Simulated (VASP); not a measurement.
# CoSi (P2_13) in VASP: single point with PBE

Aim: the single point of CoSi with PBE.

All numbers are computed with VASP 6.6.1; they aren't measurements. Logs are shortened: lines on timing, memory, paths and dates and some standing lists are left out, and cuts for length are marked.

## Step 1: The cell of the first run

Symmetry: P2_13, No. 198, cubic system. Conventional cell: a = 4.445 Å, b = 4.445 Å, c = 4.445 Å, α = 90.00°, β = 90.00°, γ = 90.00°. Co (site symmetry 3) has 7 Si at 2.32 to 2.44 Å and 6 Co at 2.73 Å within 3.1 Å. Si (site symmetry 3) has 7 Co at 2.32 to 2.44 Å and 6 Si at 2.75 Å within 3.1 Å.

## Step 2: Single point, PBE

Contents of INCAR:

```
PREC = Accurate
ENCUT = 520
EDIFF = 1E-7
ISMEAR = 0
SIGMA = 0.03
LREAL = False
LASPH = True
NELM = 80
ALGO = Normal
ISIF = 2
LWAVE = False
LCHARG = False
GGA = PE
NBANDS = 36
```

Contents of KPOINTS:

```
Automatic mesh
0
Gamma
  8 8 8
```

Contents of POSCAR:

```
CoSi
1.0
    4.4450000000      0.0000000000      0.0000000000
    0.0000000000      4.4450000000      0.0000000000
    0.0000000000      0.0000000000      4.4450000000
Co Si
4 4
Direct
    0.1446249576      0.1446249576      0.1446249576
    0.3553750424      0.8553750424      0.6446249576
    0.6446249576      0.3553750424      0.8553750424
    0.8553750424      0.6446249576      0.3553750424
    0.8430415193      0.8430415193      0.8430415193
    0.6569584807      0.1569584807      0.3430415193
    0.3430415193      0.6569584807      0.1569584807
    0.1569584807      0.3430415193      0.6569584807
```

Potentials or basis: VASP PAW PBE potentials, release 64 (Co, Si).

Command:

```sh
> cat potpaw_PBE.64/Co/POTCAR potpaw_PBE.64/Si/POTCAR > POTCAR
> mpirun -np 1 vasp_std > vasp.out
```

OUTCAR:

```text
PREC = Accurate
   ENCUT = 520
   EDIFF = 1E-7
   ISMEAR = 0
   LREAL = False
   LASPH = True
   NELM = 80
   ISIF = 2
   GGA = PE

 ion  position               nearest neighbor table
   1  0.145  0.145  0.145-   5 2.32   6 2.34   7 2.34   8 2.34   7 2.44   8 2.44   6 2.44   2 2.73
                             3 2.73   2 2.73   3 2.73   4 2.73   4 2.73
   2  0.355  0.855  0.645-   6 2.32   5 2.34   7 2.34   8 2.34   7 2.44   8 2.44   5 2.44   1 2.73
                             1 2.73   4 2.73   4 2.73   3 2.73   3 2.73
   3  0.645  0.355  0.855-   7 2.32   6 2.34   5 2.34   8 2.34   8 2.44   6 2.44   5 2.44   4 2.73
                             1 2.73   4 2.73   1 2.73   2 2.73   2 2.73
   4  0.855  0.645  0.355-   8 2.32   6 2.34   7 2.34   5 2.34   6 2.44   5 2.44   7 2.44   3 2.73
                             2 2.73   2 2.73   3 2.73   1 2.73   1 2.73
   5  0.843  0.843  0.843-   1 2.32   2 2.34   3 2.34   4 2.34   3 2.44   4 2.44   2 2.44   7 2.75
                             8 2.75   8 2.75   7 2.75   6 2.75   6 2.75
   6  0.657  0.157  0.343-   2 2.32   1 2.34   3 2.34   4 2.34   3 2.44   4 2.44   1 2.44   7 2.75
                             7 2.75   8 2.75   8 2.75   5 2.75   5 2.75
   7  0.343  0.657  0.157-   3 2.32   2 2.34   1 2.34   4 2.34   4 2.44   2 2.44   1 2.44   5 2.75
                             6 2.75   6 2.75   5 2.75   8 2.75   8 2.75
   8  0.157  0.343  0.657-   4 2.32   2 2.34   3 2.34   1 2.34   2 2.44   1 2.44   3 2.44   5 2.75
                             5 2.75   6 2.75   6 2.75   7 2.75   7 2.75

  LATTYP: Found a simple cubic cell.
 ALAT       =     4.4450000000

  Lattice vectors:

 A1 = (   4.4450000000,   0.0000000000,   0.0000000000)
 A2 = (   0.0000000000,   4.4450000000,   0.0000000000)
 A3 = (   0.0000000000,   0.0000000000,   4.4450000000)

Analysis of symmetry for initial positions (statically):
=====================================================================
 Subroutine PRICEL returns:
 Original cell was already a primitive cell.

 Routine SETGRP: Setting up the symmetry group for a
 simple cubic supercell.

 Subroutine GETGRP returns: Found 12 space group operations
 (whereof  3 operations were pure point group operations)
 out of a pool of 48 trial point group operations.

The static configuration has the point symmetry C_3 .
 The point group associated with its full space group is T   .

Analysis of symmetry for dynamics (positions and initial velocities):
=====================================================================
 Subroutine PRICEL returns:
[... 124 lines left out ...]
   EDIFFG = 0.1E-05   stopping-criterion for IOM
   NSW    =      0    number of steps for IOM
   IBRION =     -1    ionic relax: 0-MD 1-quasi-New 2-CG
   NFREE  =      0    steps in history (QN), initial steepest desc. (CG)
   ISIF   =      2    stress and relaxation
   ISYM   =      2    0-nonsym 1-usesym 2-fastsym
   POTIM  = 0.5000    time-step for ionic-motion
   TEBEG  =    0.0;   TEEND  =   0.0 temperature during run
   PSTRESS=    0.0 pullay stress
   NELECT =      52.0000    total number of electrons
   NUPDOWN=      -1.0000    fix difference up-down
   EMIN   =  10.00;   EMAX   =-10.00  energy-range for DOS
   EFERMI =   0.00;   METHOD = LEGACY
   ISMEAR =     0;   SIGMA  =   0.03  broadening in eV -4-tet -1-fermi 0-gaus
   EFERMI_NEDOS =   21; number of points for ismear=-14 and -15
   IALGO  =     38    algorithm
   IMIX   =      4    mixing-type and parameters
     AMIX     =   0.40;   BMIX     =  1.00
     AMIX_MAG =   1.60;   BMIX_MAG =  1.00
  volume/ion in A,a.u.               =      10.98        74.08
  Fermi-wavevector in a.u.,A,eV,Ry     =   1.374688  2.597784 25.711847  1.889767
  Thomas-Fermi vector in A             =   2.500092
   LORBIT       =      0    0 simple, 1 ext, 2 COOP (PROOUT), +10 PAW based schemes
   GGA     = PE    functional components
   LHFCALC =     F    Hartree Fock is set to
   AEXX    =    0.0000 exact exchange contribution
   IVDW    =     0    specifies the selected vdW correction
   LEPSILON=     F    determine dielectric tensor
   LRPA    =     F    only Hartree local field effects (RPA)
 non-spin polarized calculation
 Gauss-broadening in eV      SIGMA  =   0.03
  energy-cutoff  :      520.00
  volume of cell :       87.82
 maximum number of plane-waves:      2392
 NGX is ok and might be reduce to    36
   NGX = 17   NGY = 17   NGZ = 17

 number of electron      52.0000010 magnetization

 Free energy of the ion-electron system (eV)
  ---------------------------------------------------
  ext. energy  EPLUGINS =         0.00000000
  ---------------------------------------------------
  free energy    TOTEN  =       -54.74194717 eV

  energy without entropy =      -54.74078887  energy(sigma->0) =      -54.74136802

 E-fermi :  11.9511     XC(G=0): -12.8185

 val. band max:       11.9444480922   @ k =   0.1250   0.1250   0.1250
 cond. band min:      11.9526078379   @ k =   0.0000   0.0000   0.0000
 fundamental gap:      0.0081597456
 Fermi energy:        11.9510583177

 k-point     1 :       0.0000    0.0000    0.0000
  band No.  band energies     occupation
      1      -1.6302      2.00000
      2       3.8296      2.00000
      3       3.8296      2.00000
      4       3.8296      2.00000
      5       6.5296      2.00000
      6       6.5296      2.00000
[... 925 lines left out ...]
     35      16.7636      0.00000
     36      17.5519      0.00000

 [... further k-points ...]
[... 5 lines left out ...]
  --------------------------------------------------------------------------------------
  -------------------------------------------------------------------------------------
  Total       -1.1878361     -1.1878361     -1.1878361      0.0000000      0.0000000      0.0000000
  in kB      -21.6696456    -21.6696456    -21.6696456      0.0000000      0.0000000      0.0000000
  external PRESSURE =     -21.6696456 kB  Pullay stress =       0.0000000 kB

 VOLUME and BASIS-vectors are now :
 -----------------------------------------------------------------------------
  energy-cutoff  :      520.00
  volume of cell :       87.82
      direct lattice vectors                 reciprocal lattice vectors
     4.445000000  0.000000000  0.000000000     0.224971879  0.000000000  0.000000000
     0.000000000  4.445000000  0.000000000     0.000000000  0.224971879  0.000000000
     0.000000000  0.000000000  4.445000000     0.000000000  0.000000000  0.224971879

 POSITION                                       TOTAL-FORCE (eV/Angst)
 -----------------------------------------------------------------------------------
      0.64286      0.64286      0.64286         0.001438      0.001438      0.001438
      1.57964      3.80214      2.86536        -0.001438     -0.001438      0.001438
      2.86536      1.57964      3.80214         0.001438     -0.001438     -0.001438
      3.80214      2.86536      1.57964        -0.001438      0.001438     -0.001438
      3.74732      3.74732      3.74732         0.001114      0.001114      0.001114
      2.92018      0.69768      1.52482        -0.001114     -0.001114      0.001114
      1.52482      2.92018      0.69768         0.001114     -0.001114     -0.001114
      0.69768      1.52482      2.92018        -0.001114      0.001114     -0.001114
 -----------------------------------------------------------------------------------
    total drift:                               -0.000000      0.000000      0.000000

  FREE ENERGIE OF THE ION-ELECTRON SYSTEM (eV)
  ---------------------------------------------------
  free  energy   TOTEN  =       -54.7419471715 eV

  energy  without entropy=      -54.7407888661  energy(sigma->0) =      -54.74136802
```

Wall time 6.2 min (1 thread of AMD EPYC 7R13, shared host); peak memory 0.24 GiB.

Results:

```
Free energy            : -54.7419 eV
Pressure               : -2.2 GPa
Band gap on the k mesh : zero (bands 26 and 27 overlap by 0.21 eV)
```

Forces on the atoms (eV/Å):
```
Co   0.001  0.001  0.001
Co  -0.001 -0.001  0.001
Co   0.001 -0.001 -0.001
Co  -0.001  0.001 -0.001
Si   0.001  0.001  0.001
Si  -0.001 -0.001  0.001
Si   0.001 -0.001 -0.001
Si  -0.001  0.001 -0.001
```

Caveat: the run has no spin polarisation, though such a crystal can be magnetic. Spin polarisation is off, so any magnetic state and its effect on volume and gap are missing.
